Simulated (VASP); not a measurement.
# Zr2SeS2 (P4/mmm) in VASP: relaxation of cell and atoms with PBE

Aim: the relaxation of cell and atoms of Zr2SeS2 with PBE.

All numbers are computed with VASP 6.6.1; they aren't measurements. Logs are shortened: lines on timing, memory, paths and dates and some standing lists are left out, and cuts for length are marked.

### 1 The cell of the first run

The structure is tetragonal, space group P4/mmm (No. 123). Conventional cell: a = 5.034 Å, b = 5.034 Å, c = 4.635 Å, α = 90.00°, β = 90.00°, γ = 90.00°. Zr (site symmetry mmm) has 2 Se at 2.52 Å and 8 S at 3.42 Å and 4 Zr at 3.56 Å within 3.6 Å. Se (site symmetry 4/mmm) has 2 S at 2.32 Å and 4 Zr at 2.52 Å within 3.1 Å. S (site symmetry 4/mmm) has 2 Se at 2.32 Å within 3.1 Å. S (site symmetry 4/mmm) has 8 Zr at 3.42 Å and 6 S at 3.56 to 4.63 Å and 8 Se at 4.25 Å within 4.7 Å.

The cell was generated, and may not be a known phase.

### 2 Relaxation of cell and atoms, PBE

INCAR

```
PREC     = Accurate       # precision mode
ENCUT    = 600            # plane-wave cutoff, eV
EDIFF    = 1E-7           # SCF threshold, eV
ISMEAR   = 0              # smearing method
SIGMA    = 0.1            # smearing width, eV
LREAL    = False          # projectors in reciprocal space
LASPH    = True           # aspherical terms in the spheres
NELM     = 80             # most SCF steps
ALGO     = Normal         # electronic algorithm
ISIF     = 3              # what is computed and relaxed
LWAVE    = False          # write WAVECAR
LCHARG   = False          # write CHGCAR
GGA      = PE             # functional
IBRION   = 2              # ionic algorithm
NSW      = 100            # ionic steps
EDIFFG   = -0.01          # ionic threshold
```

KPOINTS

```
regular mesh
0
Gamma
  8 8 8
```

POSCAR

```
Zr2SeS2
1.0
    5.0335838534      0.0000000000      0.0000000000
    0.0000000000      5.0335838534      0.0000000000
    0.0000000000      0.0000000000      4.6345949666
Zr Se S
2 1 2
Direct
    0.0000000000      0.5000000000      0.0000000000
    0.5000000000      0.0000000000      0.0000000000
    0.5000000000      0.5000000000      0.0000000000
    0.5000000000      0.5000000000      0.5000000000
    0.0000000000      0.0000000000      0.5000000000
```

Potentials or basis: VASP PAW PBE potentials, release 64 (Zr_sv, Se, S).

On the command line:

```sh
$ cat potpaw_PBE.64/Zr_sv/POTCAR potpaw_PBE.64/Se/POTCAR potpaw_PBE.64/S/POTCAR > POTCAR
$ mpirun -np 1 vasp_std > vasp.out
```

OUTCAR:

```text
PREC = Accurate
   ENCUT = 600
   EDIFF = 1E-7
   ISMEAR = 0
   LREAL = False
   LASPH = True
   NELM = 80
   ISIF = 3
   GGA = PE
   IBRION = 2
   NSW = 100
   EDIFFG = -0.01

 ion  position               nearest neighbor table
   1  0.000  0.500  0.000-   3 2.52   3 2.52   2 3.56   2 3.56   2 3.56   2 3.56
   2  0.500  0.000  0.000-   3 2.52   3 2.52   1 3.56   1 3.56   1 3.56   1 3.56
   3  0.500  0.500  0.000-   4 2.32   4 2.32   1 2.52   2 2.52   2 2.52   1 2.52
   4  0.500  0.500  0.500-   3 2.32   3 2.32
   5  0.000  0.000  0.500-

  LATTYP: Found a simple tetragonal cell.
 ALAT       =     5.0335838534
 C/A-ratio  =     0.9207346300

  Lattice vectors:

 A1 = (   5.0335838534,   0.0000000000,   0.0000000000)
 A2 = (   0.0000000000,   5.0335838534,   0.0000000000)
 A3 = (   0.0000000000,   0.0000000000,   4.6345949666)

Analysis of symmetry for initial positions (statically):
=====================================================================
 Subroutine PRICEL returns:
 Original cell was already a primitive cell.

 Routine SETGRP: Setting up the symmetry group for a
 simple tetragonal supercell.

 Subroutine GETGRP returns: Found 16 space group operations
 (whereof 16 operations were pure point group operations)
 out of a pool of 16 trial point group operations.

The static configuration has the point symmetry D_4h.

Analysis of symmetry for dynamics (positions and initial velocities):
=====================================================================
 Subroutine PRICEL returns:
 Original cell was already a primitive cell.

 Routine SETGRP: Setting up the symmetry group for a
 simple tetragonal supercell.

 Subroutine GETGRP returns: Found 16 space group operations
 (whereof 16 operations were pure point group operations)
 out of a pool of 16 trial point group operations.

The dynamic configuration has the point symmetry D_4h.

 Subroutine INISYM returns: Found 16 space group operations
 (whereof 16 operations are pure point group operations),
 and found     1 'primitive' translations

----------------------------------------------------------------------------------------

                                     Primitive cell

  volume of cell :     117.4266

  direct lattice vectors                    reciprocal lattice vectors
     5.033583853  0.000000000  0.000000000     0.198665609  0.000000000  0.000000000
     0.000000000  5.033583853  0.000000000     0.000000000  0.198665609  0.000000000
     0.000000000  0.000000000  4.634594967     0.000000000  0.000000000  0.215768585

  length of vectors
     5.033583853  5.033583853  4.634594967     0.198665609  0.198665609  0.215768585

  position of ions in fractional coordinates (direct lattice)
     0.000000000  0.500000000  0.000000000
     0.500000000  0.000000000  0.000000000
     0.500000000  0.500000000  0.000000000
     0.500000000  0.500000000  0.500000000
     0.000000000  0.000000000  0.500000000

  ion indices of the primitive-cell ions
   primitive index   ion index
                 1           1
                 2           2
                 3           3
                 4           4
                 5           5

----------------------------------------------------------------------------------------

 KPOINTS: regular mesh

Automatic generation of k-mesh.
 Grid dimensions read from file:
 generate k-points for:    8    8    8

 Generating k-lattice:

  Cartesian coordinates                     Fractional coordinates (reciprocal lattice)
     0.024833201  0.000000000  0.000000000     0.125000000  0.000000000  0.000000000
     0.000000000  0.024833201  0.000000000     0.000000000  0.125000000  0.000000000
     0.000000000  0.000000000  0.026971073     0.000000000  0.000000000  0.125000000

  Length of vectors
     0.024833201  0.024833201  0.026971073

  Shift w.r.t. Gamma in fractional coordinates (k-lattice)
     0.000000000  0.000000000  0.000000000

 Subroutine IBZKPT returns following result:
 ===========================================

 Found     75 irreducible k-points:

 Following reciprocal coordinates:
            Coordinates               Weight
  0.000000  0.000000  0.000000      1.000000
  0.125000  0.000000  0.000000      4.000000
  0.250000  0.000000  0.000000      4.000000
  0.375000  0.000000  0.000000      4.000000
  0.500000  0.000000  0.000000      2.000000
  0.125000  0.125000  0.000000      4.000000
[... 16 lines left out ...]
  0.375000  0.125000  0.125000     16.000000
  0.500000  0.125000  0.125000      8.000000
 [... further k-points ...]
   k-points           NKPTS =     75   k-points in BZ     NKDIM =     75   number of bands    NBANDS=     25
   number of dos      NEDOS =    301   number of ions     NIONS =      5
   total plane-waves  NPLWV =  64000
   dimension x,y,z NGX =    40 NGY =   40 NGZ =   40
   dimension x,y,z NGXF=    80 NGYF=   80 NGZF=   80
   ions per type =               2   1   2
   NGX,Y,Z   is equivalent  to a cutoff of  13.21, 13.21, 14.35 a.u.
   NGXF,Y,Z  is equivalent  to a cutoff of  26.42, 26.42, 28.70 a.u.
 SYSTEM =  unknown system
   PREC   = accura    normal or accurate (medium, high low for compatibility)
   ISTART =      0    job   : 0-new  1-cont  2-samecut
   ICHARG =      2    charge: 1-file 2-atom 10-const
   ISPIN  =      1    spin polarized calculation?
   LNONCOLLINEAR =      F non collinear calculations
   LSORBIT =      F    spin-orbit coupling
   LASPH  =      T    aspherical Exc in radial PAW
   ENCUT  =  600.0 eV  44.10 Ry    6.64 a.u.  10.05 10.05  9.26*2*pi/ulx,y,z
   NELM   =     80;   NELMIN=  2; NELMDL= -5     # of ELM steps
   EDIFF  = 0.1E-06   stopping-criterion for ELM
   LREAL  =      F    real-space projection
   EDIFFG = -.1E-01   stopping-criterion for IOM
   NSW    =    100    number of steps for IOM
   IBRION =      2    ionic relax: 0-MD 1-quasi-New 2-CG
   NFREE  =      1    steps in history (QN), initial steepest desc. (CG)
   ISIF   =      3    stress and relaxation
   ISYM   =      2    0-nonsym 1-usesym 2-fastsym
   POTIM  = 0.5000    time-step for ionic-motion
   TEBEG  =    0.0;   TEEND  =   0.0 temperature during run
   PSTRESS=    0.0 pullay stress
   NELECT =      42.0000    total number of electrons
   NUPDOWN=      -1.0000    fix difference up-down
   EMIN   =  10.00;   EMAX   =-10.00  energy-range for DOS
   EFERMI =   0.00;   METHOD = LEGACY
   ISMEAR =     0;   SIGMA  =   0.10  broadening in eV -4-tet -1-fermi 0-gaus
   EFERMI_NEDOS =   21; number of points for ismear=-14 and -15
   IALGO  =     38    algorithm
   IMIX   =      4    mixing-type and parameters
     AMIX     =   0.40;   BMIX     =  1.00
     AMIX_MAG =   1.60;   BMIX_MAG =  1.00
  volume/ion in A,a.u.               =      23.49       158.49
  Fermi-wavevector in a.u.,A,eV,Ry     =   1.162079  2.196012 18.373695  1.350428
  Thomas-Fermi vector in A             =   2.298644
   LORBIT       =      0    0 simple, 1 ext, 2 COOP (PROOUT), +10 PAW based schemes
   GGA     = PE    functional components
   LHFCALC =     F    Hartree Fock is set to
   AEXX    =    0.0000 exact exchange contribution
   IVDW    =     0    specifies the selected vdW correction
   LEPSILON=     F    determine dielectric tensor
   LRPA    =     F    only Hartree local field effects (RPA)
 conjugate gradient relaxation of ions
 non-spin polarized calculation
 Gauss-broadening in eV      SIGMA  =   0.10
  energy-cutoff  :      600.00
  volume of cell :      117.43
 maximum number of plane-waves:      3968
   NGX = 21   NGY = 21   NGZ = 19

--------------------------------------- Ionic step        1  -------------------------------------------

 number of electron      41.9999998 magnetization

 Free energy of the ion-electron system (eV)
  ---------------------------------------------------
  ext. energy  EPLUGINS =         0.00000000
  ---------------------------------------------------
  free energy    TOTEN  =       -27.80162031 eV

  energy without entropy =      -27.78088401  energy(sigma->0) =      -27.79125216

------------------------ aborting loop because EDIFF is reached ----------------------------------------

  FORCE on cell =-STRESS in cart. coord.  units (eV):
  Direction    XX          YY          ZZ          XY          YZ          ZX
  --------------------------------------------------------------------------------------
  -------------------------------------------------------------------------------------
  Total       -0.2607678     -0.2607678      1.7935535      0.0000000      0.0000000      0.0000000
  in kB       -3.5579362     -3.5579362     24.4713838      0.0000000      0.0000000      0.0000000
  external PRESSURE =       5.7851705 kB  Pullay stress =       0.0000000 kB

 VOLUME and BASIS-vectors are now :
 -----------------------------------------------------------------------------
  energy-cutoff  :      600.00
  volume of cell :      117.43
      direct lattice vectors                 reciprocal lattice vectors
     5.033583853  0.000000000  0.000000000     0.198665609  0.000000000  0.000000000
     0.000000000  5.033583853  0.000000000     0.000000000  0.198665609  0.000000000
     0.000000000  0.000000000  4.634594967     0.000000000  0.000000000  0.215768585
[... 118 lines left out ...]
 POSITION                                       TOTAL-FORCE (eV/Angst)
 -----------------------------------------------------------------------------------
      0.00000      2.51533      0.00000         0.000000      0.000000      0.000000
      2.51533      0.00000      0.00000         0.000000      0.000000      0.000000
      2.51533      2.51533      0.00000         0.000000     -0.000000      0.000000
      2.51533      2.51533      2.34511         0.000000     -0.000000      0.000000
      0.00000     -0.00000      2.34511         0.000000     -0.000000      0.000000
 -----------------------------------------------------------------------------------
    total drift:                                0.000000      0.000000     -0.000000

  FREE ENERGIE OF THE ION-ELECTRON SYSTEM (eV)
  ---------------------------------------------------
  free  energy   TOTEN  =       -27.8124102836 eV

  energy  without entropy=      -27.7924642137  energy(sigma->0) =      -27.80243725

--------------------------------------- Ionic step        5  -------------------------------------------

 number of electron      41.9999997 magnetization

 Free energy of the ion-electron system (eV)
  ---------------------------------------------------
  ext. energy  EPLUGINS =         0.00000000
  ---------------------------------------------------
  free energy    TOTEN  =       -27.81245280 eV

  energy without entropy =      -27.79253795  energy(sigma->0) =      -27.80249538

 E-fermi :   6.4528     XC(G=0):  -9.8705

 val. band max:        6.4527753636   @ k =   0.3750   0.3750   0.3750
 cond. band min:       6.4618031670   @ k =   0.3750   0.1250   0.2500
 fundamental gap:      0.0090278034
 Fermi energy:         6.4528330712

 k-point     1 :       0.0000    0.0000    0.0000
  band No.  band energies     occupation
      1     -43.7267      2.00000
      2     -43.6985      2.00000
      3     -21.9022      2.00000
      4     -21.8643      2.00000
      5     -21.8284      2.00000
      6     -21.8284      2.00000
[... 17 lines left out ...]
     24       6.2242      1.99878
     25       6.5934      0.04688
[... 621 lines left out ...]
      3     -21.8846      2.00000
      4     -21.8837      2.00000
      5     -21.8829      2.00000
      6     -21.7392      2.00000
[... 17 lines left out ...]
     24       7.3258      0.00000
     25       7.4616      0.00000

 [... further k-points ...]
[... 5 lines left out ...]
  --------------------------------------------------------------------------------------
  -------------------------------------------------------------------------------------
  Total        0.0017323      0.0017323      0.0008879      0.0000000      0.0000000      0.0000000
  in kB        0.0234085      0.0234085      0.0119979      0.0000000      0.0000000      0.0000000
  external PRESSURE =       0.0196049 kB  Pullay stress =       0.0000000 kB

 VOLUME and BASIS-vectors are now :
 -----------------------------------------------------------------------------
  energy-cutoff  :      600.00
  volume of cell :      118.56
      direct lattice vectors                 reciprocal lattice vectors
     5.028335397  0.000000000  0.000000000     0.198872971  0.000000000  0.000000000
     0.000000000  5.028335397  0.000000000     0.000000000  0.198872971  0.000000000
     0.000000000 -0.000000000  4.689272516     0.000000000 -0.000000000  0.213252695

 POSITION                                       TOTAL-FORCE (eV/Angst)
 -----------------------------------------------------------------------------------
      0.00000      2.51417      0.00000         0.000000      0.000000      0.000000
      2.51417      0.00000      0.00000         0.000000      0.000000      0.000000
      2.51417      2.51417      0.00000         0.000000     -0.000000      0.000000
      2.51417      2.51417      2.34464         0.000000     -0.000000      0.000000
      0.00000     -0.00000      2.34464         0.000000     -0.000000      0.000000
 -----------------------------------------------------------------------------------
    total drift:                                0.000000      0.000000     -0.000000

  FREE ENERGIE OF THE ION-ELECTRON SYSTEM (eV)
  ---------------------------------------------------
  free  energy   TOTEN  =       -27.8124528049 eV

  energy  without entropy=      -27.7925379462  energy(sigma->0) =      -27.80249538

 reached required accuracy - stopping structural energy minimisation
```

Wall time 21 min (1 thread of Intel Xeon 8259CL, shared host); peak memory 0.45 GiB.

Results:

* Free energy: -27.8125 eV
* Relaxed volume: 23.71 Å³/atom
* Relaxed cell: a = 5.028 Å, b = 5.028 Å, c = 4.689 Å, α = 90.00°, β = 90.00°, γ = 90.00°
* Space group after relaxing (to 0.1 Å): P4/mmm (No. 123)
* Energy gained by relaxing: 2.2 meV/atom
* Ionic steps: 5
* Pressure after relaxing: 0.0 GPa
* Band gap on the k mesh: zero (bands 21 and 22 overlap by 1.44 eV)

The path:
| step | energy change (eV) | largest force (eV/Å) | pressure (GPa) | volume (Å³) |
| --- | --- | --- | --- | --- |
| 1 | 0.0000 | 0.0000 | 0.58 | 117.43 |
| 2 | -0.0080 | 0.0000 | -0.08 | 118.86 |
| 3 | -0.0107 | 0.0000 | 0.13 | 118.38 |
| 4 | -0.0108 | 0.0000 | -0.09 | 118.70 |
| 5 | -0.0108 | 0.0000 | 0.00 | 118.56 |

Final structure:
```xyz
5
Lattice="5.0283 0.0000 0.0000 0.0000 5.0283 0.0000 0.0000 0.0000 4.6893" Properties=species:S:1:pos:R:3 pbc="T T T"
Zr    0.0000    2.5142    0.0000
Zr    2.5142    0.0000    0.0000
Se    2.5142    2.5142    0.0000
S     2.5142    2.5142    2.3446
S     0.0000    0.0000    2.3446
```

Caveat: the highest band is partly filled, so the run has too few bands.
